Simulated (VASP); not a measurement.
Input of a VASP 6.6.1 run:

File INCAR:

```
SYSTEM = Nb
PREC = Accurate
ENCUT = 520
EDIFF = 1E-6
ISMEAR = 0
SIGMA = 0.1
LREAL = .False.
LASPH = .True.
NELM = 80
ALGO = Fast
ISIF = 2
LWAVE = .False.
LCHARG = .False.
GGA = PS
NBANDS = 12
```

KPOINTS

```
Automatic mesh
0
Gamma
  18 18 18
  0 0 0
```

File POSCAR:

```
Nb
1.0
   -1.6362027021      1.6362027021      1.6362027021
    1.6362027021     -1.6362027021      1.6362027021
    1.6362027021      1.6362027021     -1.6362027021
Nb
1
Direct
    0.0000000000      0.0000000000      0.0000000000
```

Potentials or basis: VASP PAW PBE potentials, release 64 (Nb_sv).

Run with:

```bash
$ cat potpaw_PBE.64/Nb_sv/POTCAR > POTCAR
$ mpirun -np 1 vasp_std > vasp.out
```

(1) What does it give for the pressure?

(2) What does it give for the band gap on the k mesh?

## Answers

(1) -0.3 GPa.

(2) zero (an odd number of electrons rules out a gap without spin polarisation).

Caveat: the PAW data sets were made with another functional, which shifts forces and pressure a little.
